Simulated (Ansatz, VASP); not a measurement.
This is a calculation of Rh for VASP 6.6.1.

The input POSCAR:

```
Rh
1.0
    0.0000000000      1.8851123679      1.8851123679
    1.8851123679      0.0000000000      1.8851123679
    1.8851123679      1.8851123679      0.0000000000
Rh
1
Direct
    0.0000000000      0.0000000000      0.0000000000
```

The input INCAR.step1:

```
SYSTEM = Rh
  PREC = Accurate
  ENCUT = 520
  EDIFF = 1E-5
  ISMEAR = -1
  SIGMA = 0.05
  LREAL = .False.
  LASPH = .True.
  NELM = 60
  ALGO = Normal
  ISIF = 2
  LWAVE = .True.
  LCHARG = .False.
  NBANDS = 14
  GGA = PE
```

The input INCAR.step2:

```
SYSTEM = Rh
  PREC = Accurate
  ENCUT = 520
  EDIFF = 1E-6
  ISMEAR = -1
  SIGMA = 0.05
  LREAL = .False.
  LASPH = .True.
  NELM = 60
  ALGO = Normal
  ISIF = 2
  LWAVE = .False.
  LCHARG = .False.
  GGA = PE
  LHFCALC = .True.
  AEXX = 0.25
  PRECFOCK = Normal
  NBANDS = 14
  ISTART = 1
```

The input KPOINTS:

```
Automatic mesh
0
Gamma
  8 8 8
  0 0 0
```

Potentials or basis: VASP PAW PBE potentials, release 64 (Rh_pv).

The run is started by

```sh
$ cat potpaw_PBE.64/Rh_pv/POTCAR > POTCAR
$ cp INCAR.step1 INCAR
$ mpirun -np 1 vasp_std > vasp.out
$ cp INCAR.step2 INCAR
$ mpirun -np 1 vasp_std > vasp.out
```

Task: Set up the same calculation for Ansatz 0.2.0. Potentials there: Ansatz PAW.

Result: As run (the cutoff follows the program's own potentials):

The input input:

```
crystal:
  lattice:
    - [0.0, 1.8851123679, 1.8851123679]
    - [1.8851123679, 0.0, 1.8851123679]
    - [1.8851123679, 1.8851123679, 0.0]
  atoms:
    - { symbol: Rh, position: [0.0, 0.0, 0.0] }
hamiltonian:
  xc: pbe0
  pseudopotentials: { kind: paw }
kpoints:
  mp_grid: { grid: [8, 8, 8] }
scf:
  occupations: { method: fermi_dirac, width: 0.05 }
output:
  forces: true
  stress: true
  eigenvalues: true
```

Both were run:

|  | VASP | Ansatz | Ansatz less VASP |
| --- | --- | --- | --- |
| gap on the k mesh at the Fermi level (eV) | none | none | - |
| pressure (GPa) | 3.7 | 3.0 | -0.68 |

A gap of «none» marks a metal or a gap that the smearing closes. VASP's potentials hold 15 valence electrons a cell and Ansatz's 17, so a difference there can come from the potentials and not from the codes.

The k mesh is coarse, so the values compare programs but aren't converged.
